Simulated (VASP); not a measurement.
Write the native input for VASP 6.6.1 that does the following.

```
Task                   : single point
Functional             : PBE
Potentials or basis    : VASP PAW PBE potentials, release 64 (Ru_pv)
Cutoff                 : 500 eV
k mesh                 : 11 × 11 × 6
Occupations            : gaussian, width 0.1 eV
Spin                   : no spin polarisation
Dipole correction      : no
Further INCAR settings : ALGO = Normal; EDIFF = 1e-06; NBANDS = 21
```

The structure of Ru lies in POSCAR:

```
Ru
1.0
    2.7058000000      0.0000000000      0.0000000000
   -1.3529000000      2.3432915376      0.0000000000
    0.0000000000      0.0000000000      4.2819000000
Ru
2
Direct
    0.6666666667      0.3333333333      0.7500000000
    0.3333333333      0.6666666667      0.2500000000
```

One way to write it, as run:

INCAR

```
SYSTEM = Ru
PREC = Accurate ; ENCUT = 500
EDIFF = 1E-6 ; ISMEAR = 0
SIGMA = 0.1 ; LREAL = .FALSE.
LASPH = .TRUE. ; NELM = 120
ALGO = Normal ; ISIF = 2
LWAVE = .FALSE. ; LCHARG = .FALSE.
GGA = PE ; NBANDS = 21
GGA_COMPAT = .FALSE.
```

KPOINTS

```
regular mesh
0
G
  11 11 6
  0 0 0
```

Potentials or basis: VASP PAW PBE potentials, release 64 (Ru_pv).

The run is started by

```sh
$ cat potpaw_PBE.64/Ru_pv/POTCAR > POTCAR
$ mpirun -np 1 vasp_std > vasp.out
```

It gave:

The pressure is 4.5 GPa. The band gap on the k mesh is zero (band 14 reaches 14.34 eV, above the bottom of band 15 at 11.27 eV).

Wall time 22 s on 1 thread of AMD EPYC 9R45 (Zen 5), on a shared host, peak memory 0.12 GiB.
